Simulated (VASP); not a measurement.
# Lu (Im-3m) in VASP: a series of runs

The runs below take Lu through single point, relaxation of cell and atoms, with PBEsol.

Everything below comes from runs of VASP 6.6.1. Logs are shortened: lines on timing, memory, paths and dates and some standing lists are left out, and cuts for length are marked.

## 1. The cell of the first run

Symmetry: Im-3m, No. 229, cubic system. The conventional cell has a = 3.820 Å, b = 3.820 Å, c = 3.820 Å, α = 90.00°, β = 90.00°, γ = 90.00°. Within 4.4 Å of Lu (site symmetry m-3m) lie 14 Lu at 3.31 to 3.82 Å.

This isn't the form of Lu at room conditions, which is hcp.

## 2. Single point, PBEsol

Contents of INCAR:

```
SYSTEM = Lu
ALGO     = Normal         ! electronic algorithm
EDIFF    = 1E-6           ! SCF threshold, eV
ENCUT    = 520            ! plane-wave cutoff, eV
GGA      = PS             ! functional
ISIF     = 2              ! what is computed and relaxed
ISMEAR   = 0              ! smearing method
LASPH    = .TRUE.         ! aspherical terms in the spheres
LCHARG   = .FALSE.        ! write CHGCAR
LREAL    = .FALSE.        ! projectors in reciprocal space
LWAVE    = .FALSE.        ! write WAVECAR
NBANDS   = 18             ! bands
NELM     = 80             ! most SCF steps
PREC     = Accurate       ! precision mode
SIGMA    = 0.1            ! smearing width, eV
```

Contents of KPOINTS:

```
k-points
0
G
  16 16 16
  0 0 0
```

Contents of POSCAR:

```
Lu
1.0
   -1.9100814236      1.9100814236      1.9100814236
    1.9100814236     -1.9100814236      1.9100814236
    1.9100814236      1.9100814236     -1.9100814236
Lu
1
Direct
    0.0000000000      0.0000000000      0.0000000000
```

Potentials or basis: VASP PAW PBE potentials, release 64 (Lu).

Launch:

```sh
$ cat potpaw_PBE.64/Lu/POTCAR > POTCAR
$ mpirun -np 1 vasp_std > vasp.out
```

OUTCAR:

```text
SYSTEM = Lu
   EDIFF = 1E-6
   ENCUT = 520
   GGA = PS
   ISIF = 2
   ISMEAR = 0
   LASPH = .TRUE.
   LREAL = .FALSE.
   NELM = 80
   PREC = Accurate

 ion  position               nearest neighbor table
   1  0.000  0.000  0.000-

  LATTYP: Found a body centered cubic cell.
 ALAT       =     3.8201628472

  Lattice vectors:

 A1 = (  -1.9100814236,   1.9100814236,   1.9100814236)
 A2 = (   1.9100814236,  -1.9100814236,   1.9100814236)
 A3 = (   1.9100814236,   1.9100814236,  -1.9100814236)

Analysis of symmetry for initial positions (statically):
=====================================================================
 Subroutine PRICEL returns:
 Original cell was already a primitive cell.

 Routine SETGRP: Setting up the symmetry group for a
 body centered cubic supercell.

 Subroutine GETGRP returns: Found 48 space group operations
 (whereof 48 operations were pure point group operations)
 out of a pool of 48 trial point group operations.

The static configuration has the point symmetry O_h .

Analysis of symmetry for dynamics (positions and initial velocities):
=====================================================================
 Subroutine PRICEL returns:
 Original cell was already a primitive cell.

 Routine SETGRP: Setting up the symmetry group for a
 body centered cubic supercell.

 Subroutine GETGRP returns: Found 48 space group operations
 (whereof 48 operations were pure point group operations)
 out of a pool of 48 trial point group operations.

The dynamic configuration has the point symmetry O_h .

 Subroutine INISYM returns: Found 48 space group operations
 (whereof 48 operations are pure point group operations),
 and found     1 'primitive' translations

----------------------------------------------------------------------------------------

                                     Primitive cell

  volume of cell :      27.8750

  direct lattice vectors                    reciprocal lattice vectors
    -1.910081424  1.910081424  1.910081424     0.000000000  0.261768945  0.261768945
     1.910081424 -1.910081424  1.910081424     0.261768945  0.000000000  0.261768945
     1.910081424  1.910081424 -1.910081424     0.261768945  0.261768945  0.000000000

  length of vectors
     3.308358072  3.308358072  3.308358072     0.370197193  0.370197193  0.370197193

  position of ions in fractional coordinates (direct lattice)
     0.000000000  0.000000000  0.000000000

  ion indices of the primitive-cell ions
   primitive index   ion index
                 1           1

----------------------------------------------------------------------------------------

 KPOINTS: k-points

Automatic generation of k-mesh.
 Grid dimensions read from file:
 generate k-points for:   16   16   16

 Generating k-lattice:

  Cartesian coordinates                     Fractional coordinates (reciprocal lattice)
     0.000000000  0.016360559  0.016360559     0.062500000  0.000000000  0.000000000
     0.016360559  0.000000000  0.016360559     0.000000000  0.062500000  0.000000000
     0.016360559  0.016360559  0.000000000     0.000000000  0.000000000  0.062500000

  Length of vectors
     0.023137325  0.023137325  0.023137325

  Shift w.r.t. Gamma in fractional coordinates (k-lattice)
     0.000000000  0.000000000  0.000000000

 Subroutine IBZKPT returns following result:
 ===========================================

 Found    145 irreducible k-points:

 Following reciprocal coordinates:
            Coordinates               Weight
  0.000000  0.000000  0.000000      1.000000
  0.062500  0.000000  0.000000     12.000000
  0.125000  0.000000  0.000000     12.000000
  0.187500  0.000000  0.000000     12.000000
  0.250000  0.000000  0.000000     12.000000
  0.312500  0.000000  0.000000     12.000000
[... 16 lines left out ...]
  0.187500  0.187500  0.000000     24.000000
  0.250000  0.187500 -0.000000     48.000000
 [... further k-points ...]
   k-points           NKPTS =    145   k-points in BZ     NKDIM =    145   number of bands    NBANDS=     18
   number of dos      NEDOS =    301   number of ions     NIONS =      1
   total plane-waves  NPLWV =  21952
   dimension x,y,z NGX =    28 NGY =   28 NGZ =   28
   dimension x,y,z NGXF=    56 NGYF=   56 NGZF=   56
   ions per type =               1
   NGX,Y,Z   is equivalent  to a cutoff of  14.07, 14.07, 14.07 a.u.
   NGXF,Y,Z  is equivalent  to a cutoff of  28.14, 28.14, 28.14 a.u.
 SYSTEM =  Lu
   PREC   = accura    normal or accurate (medium, high low for compatibility)
   ISTART =      0    job   : 0-new  1-cont  2-samecut
   ICHARG =      2    charge: 1-file 2-atom 10-const
   ISPIN  =      1    spin polarized calculation?
   LNONCOLLINEAR =      F non collinear calculations
   LSORBIT =      F    spin-orbit coupling
   LASPH  =      T    aspherical Exc in radial PAW
   ENCUT  =  520.0 eV  38.22 Ry    6.18 a.u.   6.15  6.15  6.15*2*pi/ulx,y,z
   NELM   =     80;   NELMIN=  2; NELMDL= -5     # of ELM steps
   EDIFF  = 0.1E-05   stopping-criterion for ELM
   LREAL  =      F    real-space projection
   EDIFFG = 0.1E-04   stopping-criterion for IOM
   NSW    =      0    number of steps for IOM
   IBRION =     -1    ionic relax: 0-MD 1-quasi-New 2-CG
   NFREE  =      0    steps in history (QN), initial steepest desc. (CG)
   ISIF   =      2    stress and relaxation
   ISYM   =      2    0-nonsym 1-usesym 2-fastsym
   POTIM  = 0.5000    time-step for ionic-motion
   TEBEG  =    0.0;   TEEND  =   0.0 temperature during run
   PSTRESS=    0.0 pullay stress
   NELECT =      25.0000    total number of electrons
   NUPDOWN=      -1.0000    fix difference up-down
   EMIN   =  10.00;   EMAX   =-10.00  energy-range for DOS
   EFERMI =   0.00;   METHOD = LEGACY
   ISMEAR =     0;   SIGMA  =   0.10  broadening in eV -4-tet -1-fermi 0-gaus
   EFERMI_NEDOS =   21; number of points for ismear=-14 and -15
   IALGO  =     38    algorithm
   IMIX   =      4    mixing-type and parameters
     AMIX     =   0.40;   BMIX     =  1.00
     AMIX_MAG =   1.60;   BMIX_MAG =  1.00
  volume/ion in A,a.u.               =      27.88       188.11
  Fermi-wavevector in a.u.,A,eV,Ry     =   1.578761  2.983425 33.912319  2.492485
  Thomas-Fermi vector in A             =   2.679243
   LORBIT       =      0    0 simple, 1 ext, 2 COOP (PROOUT), +10 PAW based schemes
   GGA     = PS    functional components
   LHFCALC =     F    Hartree Fock is set to
   AEXX    =    0.0000 exact exchange contribution
   IVDW    =     0    specifies the selected vdW correction
   LEPSILON=     F    determine dielectric tensor
   LRPA    =     F    only Hartree local field effects (RPA)
 non-spin polarized calculation
 Gauss-broadening in eV      SIGMA  =   0.10
  energy-cutoff  :      520.00
  volume of cell :       27.88
 maximum number of plane-waves:       767
 NGX is ok and might be reduce to    28
   NGX = 13   NGY = 13   NGZ = 13

 number of electron      25.0000006 magnetization

 Free energy of the ion-electron system (eV)
  ---------------------------------------------------
  ext. energy  EPLUGINS =         0.00000000
  ---------------------------------------------------
  free energy    TOTEN  =        -4.80363406 eV

  energy without entropy =       -4.79197297  energy(sigma->0) =       -4.79780351

 E-fermi :   2.4094     XC(G=0): -10.9943

 val. band max:        2.3971760513   @ k =   0.3125   0.1875   0.0000
 cond. band min:       2.4111736951   @ k =   0.3125   0.1250   0.1250
 fundamental gap:      0.0139976438
 Fermi energy:         2.4094415243

 k-point     1 :       0.0000    0.0000    0.0000
  band No.  band energies     occupation
      1     -53.8792      2.00000
      2     -24.2618      2.00000
      3     -24.2618      2.00000
      4     -24.2618      2.00000
      5      -3.8780      2.00000
      6      -2.6577      2.00000
[... 10 lines left out ...]
     17       6.9102      0.00000
     18      14.3327      0.00000

 k-point     2 :       0.0625    0.0000    0.0000
  band No.  band energies     occupation
      1     -53.8777      2.00000
      2     -24.2851      2.00000
      3     -24.2691      2.00000
      4     -24.2619      2.00000
      5      -3.7572      2.00000
      6      -2.6566      2.00000
[... 10 lines left out ...]
     17       6.9086      0.00000
     18      14.4559      0.00000

 k-point     3 :       0.1250    0.0000    0.0000
  band No.  band energies     occupation
      1     -53.8735      2.00000
      2     -24.3510      2.00000
      3     -24.2900      2.00000
      4     -24.2620      2.00000
      5      -3.4052      2.00000
      6      -2.6535      2.00000
[... 10 lines left out ...]
     17       6.9147      0.00000
     18      14.7427      0.00000

 k-point     4 :       0.1875    0.0000    0.0000
  band No.  band energies     occupation
      1     -53.8670      2.00000
      2     -24.4478      2.00000
      3     -24.3211      2.00000
      4     -24.2624      2.00000
      5      -2.8537      2.00000
      6      -2.6496      2.00000
[... 10 lines left out ...]
     17       6.9536      0.00000
     18      14.8514      0.00000

 k-point     5 :       0.2500    0.0000    0.0000
  band No.  band energies     occupation
      1     -53.8595      2.00000
      2     -24.5596      2.00000
      3     -24.3574      2.00000
      4     -24.2628      2.00000
      5      -2.6465      2.00000
      6      -2.6268      2.00000
[... 10 lines left out ...]
     17       7.0495      0.00000
     18      14.3265      0.00000

 k-point     6 :       0.3125    0.0000    0.0000
  band No.  band energies     occupation
      1     -53.8519      2.00000
      2     -24.6687      2.00000
      3     -24.3935      2.00000
      4     -24.2632      2.00000
      5      -2.6453      2.00000
      6      -2.6171      2.00000
[... 10 lines left out ...]
     17       7.3716      0.00000
     18      13.4206      0.00000

 k-point     7 :       0.3750    0.0000    0.0000
  band No.  band energies     occupation
      1     -53.8455      2.00000
      2     -24.7594      2.00000
      3     -24.4238      2.00000
      4     -24.2635      2.00000
      5      -2.6458      2.00000
      6      -2.6214      2.00000
[... 10 lines left out ...]
     17       8.4313      0.00000
     18      12.3677      0.00000

 k-point     8 :       0.4375    0.0000    0.0000
  band No.  band energies     occupation
      1     -53.8412      2.00000
      2     -24.8190      2.00000
      3     -24.4440      2.00000
      4     -24.2638      2.00000
      5      -2.6470      2.00000
      6      -2.6299      2.00000
[... 10 lines left out ...]
     17       9.4201      0.00000
     18      11.6091      0.00000
[... 229 lines left out ...]
     17       7.7345      0.00000
     18      12.8642      0.00000

 k-point    20 :       0.3125    0.1250    0.0000
  band No.  band energies     occupation
      1     -53.8436      2.00000
      2     -24.7475      2.00000
      3     -24.4432      2.00000
      4     -24.2934      2.00000
      5      -2.6387      2.00000
      6      -2.6280      2.00000
[... 10 lines left out ...]
     17       8.7366      0.00000
     18      11.8346      0.00000

 k-point    21 :       0.3750    0.1250    0.0000
  band No.  band energies     occupation
      1     -53.8397      2.00000
      2     -24.7949      2.00000
      3     -24.4694      2.00000
      4     -24.2943      2.00000
      5      -2.6398      2.00000
      6      -2.6340      2.00000
[... 10 lines left out ...]
     17       9.6649      0.00000
     18      11.0200      0.00000

 k-point    22 :       0.4375    0.1250   -0.0000
  band No.  band energies     occupation
      1     -53.8383      2.00000
      2     -24.8114      2.00000
      3     -24.4786      2.00000
      4     -24.2946      2.00000
      5      -2.6404      2.00000
      6      -2.6360      2.00000
[... 10 lines left out ...]
     17      10.1664      0.00000
     18      10.6125      0.00000

 k-point    23 :       0.1875    0.1875    0.0000
  band No.  band energies     occupation
      1     -53.8502      2.00000
      2     -24.6575      2.00000
      3     -24.4005      2.00000
      4     -24.3032      2.00000
      5      -2.6351      2.00000
      6      -2.6194      2.00000
[... 10 lines left out ...]
     17       7.6807      0.00000
     18      12.9666      0.00000

 k-point    24 :       0.2500    0.1875   -0.0000
  band No.  band energies     occupation
      1     -53.8442      2.00000
      2     -24.7154      2.00000
      3     -24.4489      2.00000
      4     -24.3108      2.00000
      5      -2.6317      2.00000
      6      -2.6287      2.00000
[... 10 lines left out ...]
     17       8.6250      0.00000
     18      11.8899      0.00000

 [... further k-points ...]
[... 5 lines left out ...]
  --------------------------------------------------------------------------------------
  -------------------------------------------------------------------------------------
  Total        0.0250785      0.0250785      0.0250785     -0.0000000     -0.0000000      0.0000000
  in kB        1.4414391      1.4414391      1.4414391     -0.0000000     -0.0000000      0.0000000
  external PRESSURE =       1.4414391 kB  Pullay stress =       0.0000000 kB

 VOLUME and BASIS-vectors are now :
 -----------------------------------------------------------------------------
  energy-cutoff  :      520.00
  volume of cell :       27.88
      direct lattice vectors                 reciprocal lattice vectors
    -1.910081424  1.910081424  1.910081424     0.000000000  0.261768945  0.261768945
     1.910081424 -1.910081424  1.910081424     0.261768945  0.000000000  0.261768945
     1.910081424  1.910081424 -1.910081424     0.261768945  0.261768945  0.000000000

 POSITION                                       TOTAL-FORCE (eV/Angst)
 -----------------------------------------------------------------------------------
      0.00000      0.00000      0.00000         0.000000      0.000000      0.000000
 -----------------------------------------------------------------------------------
    total drift:                                0.000000      0.000000      0.000000

  FREE ENERGIE OF THE ION-ELECTRON SYSTEM (eV)
  ---------------------------------------------------
  free  energy   TOTEN  =        -4.8036340617 eV

  energy  without entropy=       -4.7919729656  energy(sigma->0) =       -4.79780351
```

Wall time 60 s (1 thread of Oxide Virtual Turin-like, shared host); peak memory 0.19 GiB.

Results:

| Item | Value |
| --- | --- |
| Free energy | -4.8036 eV |
| Pressure | 0.1 GPa |
| Band gap on the k mesh | zero (an odd number of electrons rules out a gap without spin polarisation) |

Caveat: the PAW data sets were made with another functional, which shifts forces and pressure a little; spin-orbit coupling is left out, which moves the levels of the heavy elements.

(Part 1 of 2 ends here.)
